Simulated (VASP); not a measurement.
# HfS2 (P-3m1) in VASP: single point with PBE0

Aim: the single point of HfS2 with PBE0.

Program: VASP 6.6.1. These are calculated values, not measurements. Logs are shortened: lines on timing, memory, paths and dates and some standing lists are left out, and cuts for length are marked.

## 1. The cell of the first run

The structure is trigonal, space group P-3m1 (No. 164). The conventional cell has a = 3.630 Å, b = 3.630 Å, c = 5.878 Å, α = 90.00°, β = 90.00°, γ = 120.00°. Within 3.4 Å of Hf (site symmetry -3m) lie 6 S at 2.54 Å. S (site symmetry 3m) has 3 Hf at 2.54 Å within 3.4 Å.

## 2. Single point, PBE0

POSCAR

```
HfS2
1.0
    3.6302959585      0.0000000000      0.0000000000
   -1.8151479792      3.1439285233      0.0000000000
    0.0000000000      0.0000000000      5.8783581506
Hf S
1 2
Direct
    0.0000000000      0.0000000000      0.0000000000
    0.3333333333      0.6666666667      0.2446279715
    0.6666666667      0.3333333333      0.7553720285
```

INCAR.step1

```
SYSTEM = HfS2
  ALGO = Normal
  EDIFF = 1E-5
  ENCUT = 400
  GGA = PE
  GGA_COMPAT = .False.
  ISIF = 2
  ISMEAR = 0
  LASPH = .True.
  LCHARG = .False.
  LREAL = .False.
  LWAVE = .True.
  NBANDS = 18
  NELM = 120
  PREC = Accurate
  SIGMA = 0.01
```

INCAR.step2

```
SYSTEM = HfS2
  AEXX = 0.25
  ALGO = Normal
  EDIFF = 1E-6
  ENCUT = 400
  GGA = PE
  GGA_COMPAT = .False.
  ISIF = 2
  ISMEAR = 0
  ISTART = 1
  LASPH = .True.
  LCHARG = .False.
  LHFCALC = .True.
  LREAL = .False.
  LWAVE = .False.
  NBANDS = 18
  NELM = 120
  PREC = Accurate
  PRECFOCK = Normal
  SIGMA = 0.01
```

KPOINTS

```
k-points
0
Gamma
  6 6 4
  0 0 0
```

Potentials or basis: VASP PAW PBE potentials, release 64 (Hf_pv, S).

The run is started by

```
$ cat potpaw_PBE.64/Hf_pv/POTCAR potpaw_PBE.64/S/POTCAR > POTCAR
$ cp INCAR.step1 INCAR
$ mpirun -np 1 vasp_std > vasp.out
$ cp INCAR.step2 INCAR
$ mpirun -np 1 vasp_std > vasp.out
```

OUTCAR:

```text
SYSTEM = HfS2
   AEXX = 0.25
   EDIFF = 1E-6
   ENCUT = 400
   GGA = PE
   ISIF = 2
   ISMEAR = 0
   ISTART = 1
   LASPH = .True.
   LHFCALC = .True.
   LREAL = .False.
   NELM = 120
   PREC = Accurate
   PRECFOCK = Normal

 ion  position               nearest neighbor table
   1  0.000  0.000  0.000-   2 2.54   3 2.54   2 2.54   3 2.54   3 2.54   2 2.54
   2  0.333  0.667  0.245-   1 2.54   1 2.54   1 2.54
   3  0.667  0.333  0.755-   1 2.54   1 2.54   1 2.54

  LATTYP: Found a hexagonal cell.
 ALAT       =     3.6302959585
 C/A-ratio  =     1.6192503911

  Lattice vectors:

 A1 = (   3.6302959585,   0.0000000000,   0.0000000000)
 A2 = (  -1.8151479792,   3.1439285233,   0.0000000000)
 A3 = (   0.0000000000,   0.0000000000,   5.8783581506)

Analysis of symmetry for initial positions (statically):
=====================================================================
 Subroutine PRICEL returns:
 Original cell was already a primitive cell.

 Routine SETGRP: Setting up the symmetry group for a
 hexagonal supercell.

 Subroutine GETGRP returns: Found 12 space group operations
 (whereof 12 operations were pure point group operations)
 out of a pool of 24 trial point group operations.

The static configuration has the point symmetry D_3d.

Analysis of symmetry for dynamics (positions and initial velocities):
=====================================================================
 Subroutine PRICEL returns:
 Original cell was already a primitive cell.

 Routine SETGRP: Setting up the symmetry group for a
 hexagonal supercell.

 Subroutine GETGRP returns: Found 12 space group operations
 (whereof 12 operations were pure point group operations)
 out of a pool of 24 trial point group operations.

The dynamic configuration has the point symmetry D_3d.

 Subroutine INISYM returns: Found 12 space group operations
 (whereof 12 operations are pure point group operations),
 and found     1 'primitive' translations

----------------------------------------------------------------------------------------

                                     Primitive cell

  volume of cell :      67.0920

  direct lattice vectors                    reciprocal lattice vectors
     3.630295959  0.000000000  0.000000000     0.275459635  0.159036694  0.000000000
    -1.815147979  3.143928523  0.000000000     0.000000000  0.318073389  0.000000000
     0.000000000  0.000000000  5.878358151     0.000000000  0.000000000  0.170115528

  length of vectors
     3.630295959  3.630295958  5.878358151     0.318073389  0.318073389  0.170115528

  position of ions in fractional coordinates (direct lattice)
     0.000000000  0.000000000  0.000000000
     0.333333333  0.666666667  0.244627972
     0.666666667  0.333333333  0.755372028

  ion indices of the primitive-cell ions
   primitive index   ion index
                 1           1
                 2           2
                 3           3

----------------------------------------------------------------------------------------

 KPOINTS: k-points

Automatic generation of k-mesh.
 Grid dimensions read from file:
 generate k-points for:    6    6    4

 Generating k-lattice:

  Cartesian coordinates                     Fractional coordinates (reciprocal lattice)
     0.045909939  0.026506116  0.000000000     0.166666667 -0.000000000  0.000000000
     0.000000000  0.053012231  0.000000000     0.000000000  0.166666667  0.000000000
     0.000000000  0.000000000  0.042528882     0.000000000  0.000000000  0.250000000

  Length of vectors
     0.053012231  0.053012231  0.042528882

  Shift w.r.t. Gamma in fractional coordinates (k-lattice)
     0.000000000  0.000000000  0.000000000

 Subroutine IBZKPT returns following result:
 ===========================================

 Found     24 irreducible k-points:

 Following reciprocal coordinates:
            Coordinates               Weight
  0.000000  0.000000  0.000000      1.000000
  0.166667  0.000000  0.000000      6.000000
  0.333333  0.000000  0.000000      6.000000
  0.500000  0.000000  0.000000      3.000000
  0.166667  0.166667  0.000000      6.000000
  0.333333  0.166667  0.000000     12.000000
[... 16 lines left out ...]
  0.333333  0.166667  0.500000     12.000000
  0.333333  0.333333  0.500000      2.000000
   k-points           NKPTS =     24   k-points in BZ     NKDIM =    144   number of bands    NBANDS=     18
   number of dos      NEDOS =    301   number of ions     NIONS =      3
   total plane-waves  NPLWV =  23040
   dimension x,y,z NGX =    24 NGY =   24 NGZ =   40
   dimension x,y,z NGXF=    48 NGYF=   48 NGZF=   80
   ions per type =               1   2
   NGX,Y,Z   is equivalent  to a cutoff of  10.99, 10.99, 11.31 a.u.
   NGXF,Y,Z  is equivalent  to a cutoff of  21.98, 21.98, 22.62 a.u.
 SYSTEM =  HfS2
   PREC   = accura    normal or accurate (medium, high low for compatibility)
   ISTART =      1    job   : 0-new  1-cont  2-samecut
   ICHARG =      0    charge: 1-file 2-atom 10-const
   ISPIN  =      1    spin polarized calculation?
   LNONCOLLINEAR =      F non collinear calculations
   LSORBIT =      F    spin-orbit coupling
   LASPH  =      T    aspherical Exc in radial PAW
   ENCUT  =  400.0 eV  29.40 Ry    5.42 a.u.   5.92  5.92  9.59*2*pi/ulx,y,z
   NELM   =    120;   NELMIN=  2; NELMDL=  0     # of ELM steps
   EDIFF  = 0.1E-05   stopping-criterion for ELM
   LREAL  =      F    real-space projection
   EDIFFG = 0.1E-04   stopping-criterion for IOM
   NSW    =      0    number of steps for IOM
   IBRION =     -1    ionic relax: 0-MD 1-quasi-New 2-CG
   NFREE  =      0    steps in history (QN), initial steepest desc. (CG)
   ISIF   =      2    stress and relaxation
   ISYM   =      3    0-nonsym 1-usesym 2-fastsym
   POTIM  = 0.5000    time-step for ionic-motion
   TEBEG  =    0.0;   TEEND  =   0.0 temperature during run
   PSTRESS=    0.0 pullay stress
   NELECT =      22.0000    total number of electrons
   NUPDOWN=      -1.0000    fix difference up-down
   EMIN   =  10.00;   EMAX   =-10.00  energy-range for DOS
   EFERMI =   0.00;   METHOD = LEGACY
   ISMEAR =     0;   SIGMA  =   0.01  broadening in eV -4-tet -1-fermi 0-gaus
   EFERMI_NEDOS =   21; number of points for ismear=-14 and -15
   IALGO  =     38    algorithm
   IMIX   =      1    mixing-type and parameters
     AMIX     =   0.40;   BMIX     =  1.00
     AMIX_MAG =   1.60;   BMIX_MAG =  1.00
  volume/ion in A,a.u.               =      22.36       150.92
  Fermi-wavevector in a.u.,A,eV,Ry     =   1.128909  2.133328 17.339738  1.274435
  Thomas-Fermi vector in A             =   2.265600
   LORBIT       =      0    0 simple, 1 ext, 2 COOP (PROOUT), +10 PAW based schemes
   GGA     = PE    functional components
   LHFCALC =     T    Hartree Fock is set to
   PRECFOCK=normal    Normal, Fast or Accurate (Low or Medium for compatibility)
   ENCUT4O =  -1.0   cutoff for four orbital integrals eV
   NKREDX  =     1    reduce k-point grid by
   NKREDY  =     1    reduce k-point grid by
   NKREDZ  =     1    reduce k-point grid by
   AEXX    =    0.2500 exact exchange contribution
   HFSCREEN=    0.0000 screening length (either q_TF or 0.3 A-1)
   HFSCREENC=   0.0000 screening length for correlation (either q_TF or 0.3 A-1)
   ENCUTFOCK=  -1.0 apply spherical cutoff to Coloumb kernel
   IVDW    =     0    specifies the selected vdW correction
   LEPSILON=     F    determine dielectric tensor
   LRPA    =     F    only Hartree local field effects (RPA)
 non-spin polarized calculation
 Gauss-broadening in eV      SIGMA  =   0.01
  energy-cutoff  :      400.00
  volume of cell :       67.09
 maximum number of plane-waves:      1236
  NGX = 18; NGY = 18; NGZ = 30

 number of electron      22.0000002 magnetization

 Free energy of the ion-electron system (eV)
  ---------------------------------------------------
  ext. energy  EPLUGINS =         0.00000000
  ---------------------------------------------------
  free energy    TOTEN  =       -29.03139458 eV

  energy without entropy =      -29.03139458  energy(sigma->0) =      -29.03139458

 E-fermi :   2.5161     XC(G=0):  -7.6148

 val. band max:        2.3901935228   @ k =   0.0000   0.0000   0.0000
 cond. band min:       4.9403739526   @ k =   0.5000   0.0000   0.5000
 fundamental gap:      2.5501804299
 Fermi energy:         2.5161133721

 k-point     1 :       0.0000    0.0000    0.0000
  band No.  band energies     occupation
      1     -30.5222      2.00000
      2     -30.3857      2.00000
      3     -30.3857      2.00000
      4     -12.2037      2.00000
      5     -10.2855      2.00000
      6      -2.9599      2.00000
[... 10 lines left out ...]
     17       9.6713      0.00000
     18       9.7733      0.00000

 k-point     2 :       0.1667    0.0000    0.0000
  band No.  band energies     occupation
      1     -30.5114      2.00000
      2     -30.4452      2.00000
      3     -30.3993      2.00000
      4     -11.8577      2.00000
      5     -10.3439      2.00000
      6      -2.5300      2.00000
[... 10 lines left out ...]
     17      10.9219      0.00000
     18      11.6615      0.00000

 k-point     3 :       0.3333    0.0000    0.0000
  band No.  band energies     occupation
      1     -30.5624      2.00000
      2     -30.4892      2.00000
      3     -30.4262      2.00000
      4     -11.0956      2.00000
      5     -10.4304      2.00000
      6      -2.1988      2.00000
[... 10 lines left out ...]
     17      11.5514      0.00000
     18      12.1697      0.00000

 k-point     4 :       0.5000    0.0000    0.0000
  band No.  band energies     occupation
      1     -30.6199      2.00000
      2     -30.4781      2.00000
      3     -30.4396      2.00000
      4     -10.7778      2.00000
      5     -10.3276      2.00000
      6      -3.0639      2.00000
[... 375 lines left out ...]
      4     -11.0622      2.00000
      5     -10.6887      2.00000
      6      -1.9479      2.00000
[... 10 lines left out ...]
     17      12.2908      0.00000
     18      12.8601      0.00000

 k-point    23 :       0.3333    0.1667    0.5000
  band No.  band energies     occupation
      1     -30.5896      2.00000
      2     -30.4790      2.00000
      3     -30.4700      2.00000
      4     -10.7232      2.00000
      5     -10.3798      2.00000
      6      -2.6428      2.00000
[... 10 lines left out ...]
     17      11.5901      0.00000
     18      11.7002      0.00000

 k-point    24 :       0.3333    0.3333    0.5000
  band No.  band energies     occupation
      1     -30.5480      2.00000
      2     -30.5480      2.00000
      3     -30.4735      2.00000
      4     -10.4459      2.00000
      5     -10.4459      2.00000
      6      -1.8063      2.00000
[... 10 lines left out ...]
     17      12.4467      0.00000
     18      13.1789      0.00000

------------------------ aborting loop because EDIFF is reached ----------------------------------------

  FORCE on cell =-STRESS in cart. coord.  units (eV):
  Direction    XX          YY          ZZ          XY          YZ          ZX
  --------------------------------------------------------------------------------------
  -------------------------------------------------------------------------------------
  Total       -0.1421047     -0.1421047      0.1253518     -0.0000000      0.0000000      0.0000000
  in kB       -3.3935028     -3.3935028      2.9934397     -0.0000000      0.0000000      0.0000000
  external PRESSURE =      -1.2645220 kB  Pullay stress =       0.0000000 kB

 VOLUME and BASIS-vectors are now :
 -----------------------------------------------------------------------------
  energy-cutoff  :      400.00
  volume of cell :       67.09
      direct lattice vectors                 reciprocal lattice vectors
     3.630295959  0.000000000  0.000000000     0.275459635  0.159036694  0.000000000
    -1.815147979  3.143928523  0.000000000     0.000000000  0.318073389  0.000000000
     0.000000000  0.000000000  5.878358151     0.000000000  0.000000000  0.170115528

 POSITION                                       TOTAL-FORCE (eV/Angst)
 -----------------------------------------------------------------------------------
      0.00000      0.00000      0.00000         0.000000      0.000000      0.000000
     -0.00000      2.09595      1.43801        -0.000000      0.000000     -0.195244
      1.81515      1.04798      4.44035        -0.000000     -0.000000      0.195244
 -----------------------------------------------------------------------------------
    total drift:                               -0.000000      0.000000     -0.000003

  FREE ENERGIE OF THE ION-ELECTRON SYSTEM (eV)
  ---------------------------------------------------
  free  energy   TOTEN  =       -29.0313945767 eV

  energy  without entropy=      -29.0313945767  energy(sigma->0) =      -29.03139458
```

Wall time 1.5 h (1 thread of Intel Xeon 8259CL, shared host); peak memory 0.19 GiB.

Results:

* Free energy: -29.0314 eV
* Pressure: -0.1 GPa
* Largest force: 0.195 eV/Å
* Band gap on the k mesh: 2.55 eV (least direct gap 3.52 eV)

Forces on the atoms (eV/Å):
```
Hf   0.000  0.000  0.000
S    0.000  0.000 -0.195
S    0.000  0.000  0.195
```

Levels at points of the mesh, in eV from the valence-band top:
| k point | band 9 | band 10 | band 11 | band 12 | band 13 | band 14 |
| --- | --- | --- | --- | --- | --- | --- |
| (0.00, 0.00, 0.00) | -0.11 | -0.11 | 0.00 | 3.56 | 3.56 | 4.29 |
| (0.50, 0.00, 0.00) | -2.80 | -2.23 | -1.55 | 2.69 | 5.85 | 5.86 |
| (0.00, 0.00, 0.50) | -2.03 | -0.25 | -0.25 | 3.51 | 3.51 | 4.56 |
| (0.50, 0.00, 0.50) | -2.66 | -1.27 | -1.05 | 2.55 | 5.82 | 5.92 |

Caveat: the PAW data sets were made with another functional, which shifts forces and pressure a little; spin-orbit coupling is left out, which moves the levels of the heavy elements; this functional lacks dispersion, which binds layers or chains, so the pressure and a relaxed spacing across them are unreliable. A k mesh can miss the band edges.
